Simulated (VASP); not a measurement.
# MoS2 (R3m) in VASP: a series of runs, part 2 of 2

VASP 6.6.1.

### Step 3. Electric field gradients, PBE (equal xx and yy strain of +3 %)

Input file INCAR:

```
ALGO = Normal
EDIFF = 1E-8
ENCUT = 520
GGA = PE
ISIF = 2
ISMEAR = -1
LASPH = True
LCHARG = False
LEFG = True
LREAL = False
LWAVE = False
NBANDS = 20
NELM = 80
PREC = Accurate
SIGMA = 0.05
```

Input file KPOINTS:

```
k-points
0
Gamma
  13 13 13
```

Input file POSCAR:

```
MoS2
1.0
    1.6289453675      0.9404720464      6.1233300000
   -1.6289453675      0.9404720464      6.1233300000
    0.0000000000     -1.8809440928      6.1233300000
Mo S
1 2
Direct
    0.0000000000      0.0000000000      0.0000000000
    0.7484000000      0.7484000000      0.7484000000
    0.5849000000      0.5849000000      0.5849000000
```

Potentials or basis: VASP PAW PBE potentials, release 64 (Mo_sv, S).

Run with:

```bash
cat potpaw_PBE.64/Mo_sv/POTCAR potpaw_PBE.64/S/POTCAR > POTCAR
mpirun -np 1 vasp_std > vasp.out
```

OUTCAR:

```text
EDIFF = 1E-8
   ENCUT = 520
   GGA = PE
   ISIF = 2
   ISMEAR = -1
   LASPH = True
   LREAL = False
   NELM = 80
   PREC = Accurate

 ion  position               nearest neighbor table
   1  0.000  0.000  0.000-   2 2.41   2 2.41   2 2.41   3 2.41   3 2.41   3 2.41
   2  0.748  0.748  0.748-   1 2.41   1 2.41   1 2.41
   3  0.585  0.585  0.585-   1 2.41   1 2.41   1 2.41

  LATTYP: Found a trigonal (rhomboedric) cell.
 ALAT       =     6.4057100285
 COS(alpha) =     0.8706672587

  Lattice vectors:

 A1 = (   1.6289453675,   0.9404720464,   6.1233300000)
 A2 = (  -1.6289453675,   0.9404720464,   6.1233300000)
 A3 = (   0.0000000000,  -1.8809440928,   6.1233300000)

Analysis of symmetry for initial positions (statically):
=====================================================================
 Subroutine PRICEL returns:
 Original cell was already a primitive cell.

 Routine SETGRP: Setting up the symmetry group for a
 trigonal (rhombohedral) supercell.

 Subroutine GETGRP returns: Found  6 space group operations
 (whereof  6 operations were pure point group operations)
 out of a pool of 12 trial point group operations.

The static configuration has the point symmetry C_3v.

Analysis of symmetry for dynamics (positions and initial velocities):
=====================================================================
 Subroutine PRICEL returns:
 Original cell was already a primitive cell.

 Routine SETGRP: Setting up the symmetry group for a
 trigonal (rhombohedral) supercell.

 Subroutine GETGRP returns: Found  6 space group operations
 (whereof  6 operations were pure point group operations)
 out of a pool of 12 trial point group operations.

The dynamic configuration has the point symmetry C_3v.

 Subroutine INISYM returns: Found  6 space group operations
 (whereof  6 operations are pure point group operations),
 and found     1 'primitive' translations

----------------------------------------------------------------------------------------

                                     Primitive cell

  volume of cell :      56.2848

  direct lattice vectors                    reciprocal lattice vectors
     1.628945368  0.940472046  6.123330000     0.306947065  0.177215971  0.054436611
    -1.628945368  0.940472046  6.123330000    -0.306947065  0.177215971  0.054436611
     0.000000000 -1.880944093  6.123330000     0.000000000 -0.354431942  0.054436611

  length of vectors
     6.405710029  6.405710029  6.405710028     0.358587989  0.358587989  0.358587989

  position of ions in fractional coordinates (direct lattice)
     0.000000000  0.000000000  0.000000000
     0.748400000  0.748400000  0.748400000
     0.584900000  0.584900000  0.584900000

  ion indices of the primitive-cell ions
   primitive index   ion index
                 1           1
                 2           2
                 3           3

----------------------------------------------------------------------------------------
[... 73 lines left out ...]
   NSW    =      0    number of steps for IOM
   IBRION =     -1    ionic relax: 0-MD 1-quasi-New 2-CG
   NFREE  =      0    steps in history (QN), initial steepest desc. (CG)
   ISIF   =      2    stress and relaxation
   ISYM   =      2    0-nonsym 1-usesym 2-fastsym
   POTIM  = 0.5000    time-step for ionic-motion
   TEBEG  =    0.0;   TEEND  =   0.0 temperature during run
   PSTRESS=    0.0 pullay stress
   NELECT =      26.0000    total number of electrons
   NUPDOWN=      -1.0000    fix difference up-down
   EMIN   =  10.00;   EMAX   =-10.00  energy-range for DOS
   EFERMI =   0.00;   METHOD = LEGACY
   ISMEAR =    -1;   SIGMA  =   0.05  broadening in eV -4-tet -1-fermi 0-gaus
   EFERMI_NEDOS =   21; number of points for ismear=-14 and -15
   IALGO  =     38    algorithm
   IMIX   =      4    mixing-type and parameters
     AMIX     =   0.40;   BMIX     =  1.00
     AMIX_MAG =   1.60;   BMIX_MAG =  1.00
  volume/ion in A,a.u.               =      18.76       126.61
  Fermi-wavevector in a.u.,A,eV,Ry     =   1.265519  2.391485 21.790269  1.601540
  Thomas-Fermi vector in A             =   2.398768
   LORBIT       =      0    0 simple, 1 ext, 2 COOP (PROOUT), +10 PAW based schemes
   GGA     = PE    functional components
   LHFCALC =     F    Hartree Fock is set to
   AEXX    =    0.0000 exact exchange contribution
   IVDW    =     0    specifies the selected vdW correction
   LEPSILON=     F    determine dielectric tensor
   LRPA    =     F    only Hartree local field effects (RPA)
 non-spin polarized calculation
  energy-cutoff  :      520.00
  volume of cell :       56.28
 maximum number of plane-waves:      1535
   NGX = 23   NGY = 23   NGZ = 23

 number of electron      26.0000001 magnetization

 Free energy of the ion-electron system (eV)
  ---------------------------------------------------
  ext. energy  EPLUGINS =         0.00000000
  ---------------------------------------------------
  free energy    TOTEN  =       -21.75464648 eV

  energy without entropy =      -21.75452352  energy(sigma->0) =      -21.75458500

 E-fermi :   7.3046     XC(G=0): -10.5137

 val. band max:        7.1745717144   @ k =   0.4615   0.4615   0.4615
 cond. band min:       7.5893438400   @ k =  -0.3077   0.3077   0.0000
 fundamental gap:      0.4147721256
 Fermi energy:         7.3046233058

 k-point     1 :       0.0000    0.0000    0.0000
  band No.  band energies     occupation
      1     -54.6804      2.00000
      2     -28.7825      2.00000
      3     -28.6700      2.00000
      4     -28.6700      2.00000
      5      -7.9093      2.00000
      6      -6.1510      2.00000
[... 541 lines left out ...]
     19      14.9077      0.00000
     20      15.3456      0.00000

 [... further k-points ...]
[... 5 lines left out ...]
  --------------------------------------------------------------------------------------
  -------------------------------------------------------------------------------------
  Total       -1.1455138     -1.1455138      2.4745426      0.0000000      0.0000000      0.0000000
  in kB      -32.6076575    -32.6076575     70.4391629      0.0000000      0.0000000      0.0000000
  external PRESSURE =       1.7412827 kB  Pullay stress =       0.0000000 kB

 VOLUME and BASIS-vectors are now :
 -----------------------------------------------------------------------------
  energy-cutoff  :      520.00
  volume of cell :       56.28
      direct lattice vectors                 reciprocal lattice vectors
     1.628945368  0.940472046  6.123330000     0.306947065  0.177215971  0.054436611
    -1.628945368  0.940472046  6.123330000    -0.306947065  0.177215971  0.054436611
     0.000000000 -1.880944093  6.123330000     0.000000000 -0.354431942  0.054436611

 POSITION                                       TOTAL-FORCE (eV/Angst)
 -----------------------------------------------------------------------------------
      0.00000      0.00000      0.00000         0.000000      0.000000     -0.002592
      0.00000      0.00000     13.74810         0.000000      0.000000      0.620865
      0.00000      0.00000     10.74461         0.000000     -0.000000     -0.618273
 -----------------------------------------------------------------------------------
    total drift:                                0.000000      0.000000      0.000059

  FREE ENERGIE OF THE ION-ELECTRON SYSTEM (eV)
  ---------------------------------------------------
  free  energy   TOTEN  =       -21.7546464785 eV

  energy  without entropy=      -21.7545235176  energy(sigma->0) =      -21.75458500

 Electric field gradients (V/A^2)
---------------------------------------------------------------------
 ion       V_xx      V_yy      V_zz      V_xy      V_xz      V_yz
---------------------------------------------------------------------
   1      46.901    46.901   -93.802     0.000    -0.000     0.000
   2      31.329    31.329   -62.658     0.000    -0.000    -0.000
   3      30.702    30.702   -61.403     0.000     0.000     0.000
---------------------------------------------------------------------

 Electric field gradients after diagonalization (V/A^2)
 (convention: |V_zz| > |V_xx| > |V_yy|)
----------------------------------------------------------------------
 ion       V_xx      V_yy      V_zz     asymmetry (V_yy - V_xx)/ V_zz
----------------------------------------------------------------------
   1      46.901    46.901   -93.802       0.000
   2      31.329    31.329   -62.658       0.000
   3      30.702    30.702   -61.403       0.000
----------------------------------------------------------------------

           NMR quadrupolar parameters

 Cq : quadrupolar parameter    Cq=e*Q*V_zz/h
 eta: asymmetry parameters     (V_yy - V_xx)/ V_zz
 Q  : nuclear electric quadrupole moment in mb (millibarn)
----------------------------------------------------------------------
 ion       Cq(MHz)       eta       Q (mb)
----------------------------------------------------------------------
   1      -0.227       0.000       1.000
   2      -0.152       0.000       1.000
   3      -0.148       0.000       1.000
----------------------------------------------------------------------
```

OSZICAR:

```text
N       E                     dE             d eps       ncg     rms          rms(c)
DAV:   1     0.183337489190E+03    0.18334E+03   -0.13396E+04  9264   0.122E+03
DAV:   2    -0.156846899514E+02   -0.19902E+03   -0.19365E+03 11172   0.314E+02
DAV:   3    -0.232351466190E+02   -0.75505E+01   -0.74715E+01 11516   0.571E+01
DAV:   4    -0.233239120231E+02   -0.88765E-01   -0.88711E-01 11276   0.652E+00
DAV:   5    -0.233253489313E+02   -0.14369E-02   -0.14368E-02 11732   0.814E-01    0.233E+01
DAV:   6    -0.221478329802E+02    0.11775E+01   -0.12090E+01  9720   0.205E+01    0.889E+00
DAV:   7    -0.218378391395E+02    0.30999E+00   -0.38840E+00  9456   0.114E+01    0.572E+00
DAV:   8    -0.217545394707E+02    0.83300E-01   -0.45886E-01 10604   0.414E+00    0.160E+00
DAV:   9    -0.217553906583E+02   -0.85119E-03   -0.16233E-02 10684   0.822E-01    0.517E-01
DAV:  10    -0.217546697357E+02    0.72092E-03   -0.74491E-03 10428   0.563E-01    0.128E-01
DAV:  11    -0.217546496836E+02    0.20052E-04   -0.83431E-04 10852   0.196E-01    0.776E-02
DAV:  12    -0.217546288101E+02    0.20873E-04   -0.74547E-05 10544   0.497E-02    0.136E-02
DAV:  13    -0.217546461774E+02   -0.17367E-04   -0.26551E-05  9852   0.305E-02    0.665E-03
DAV:  14    -0.217546463788E+02   -0.20137E-06   -0.12059E-06 12548   0.696E-03    0.246E-03
DAV:  15    -0.217546464749E+02   -0.96138E-07   -0.38984E-07 10232   0.346E-03    0.129E-03
DAV:  16    -0.217546464610E+02    0.13920E-07   -0.49757E-08 11716   0.141E-03    0.392E-04
DAV:  17    -0.217546464776E+02   -0.16581E-07   -0.71935E-09  7880   0.620E-04    0.192E-04
DAV:  18    -0.217546464785E+02   -0.94178E-09   -0.35594E-10  6320   0.144E-04
   1 F= -.21754646E+02 E0= -.21754585E+02  d E =-.122961E-03
```

stdout:

```text
POSCAR found type information on POSCAR MoS
 POSCAR found :  2 types and       3 ions
 scaLAPACK will be used
 LDA part: xc-table for (Slater+PW92), standard interpolation
 POSCAR, INCAR and KPOINTS ok, starting setup
 FFT: planning ... GRIDC
 FFT: planning ... GRID_SOFT
 FFT: planning ... GRID
 WAVECAR not read
 entering main loop
ion   1

ion   2

ion   3
```

Run time: 6.3 min. Hardware: 1 thread of Intel Xeon Platinum 8488C (Sapphire Rapids), shared host; peak memory 0.48 GiB.

Results:

| Property | Result |
| --- | --- |
| Free energy | -21.7546 eV |
| Pressure | 0.2 GPa |
| Largest force | 0.621 eV/Å |
| Band gap on the k mesh | 0.41 eV, indirect (least direct gap 1.56 eV) |

Forces on the atoms (eV/Å):
```
Mo   0.000  0.000 -0.003
S    0.000  0.000  0.621
S    0.000  0.000 -0.618
```

Electric field gradients, principal values (V/Å²):
```
atom   least  middle  greatest (by size)
1 Mo  46.901  46.901             -93.802
 2 S  31.329  31.329             -62.658
 3 S  30.702  30.702             -61.403
```

Caveat: the cell differs from its parent crystal (equal xx and yy strain of +3 %); without QUAD_EFG the Cq values of the log hold for a quadrupole moment of 1 mb, not for the nuclei. A k mesh can miss the band edges.
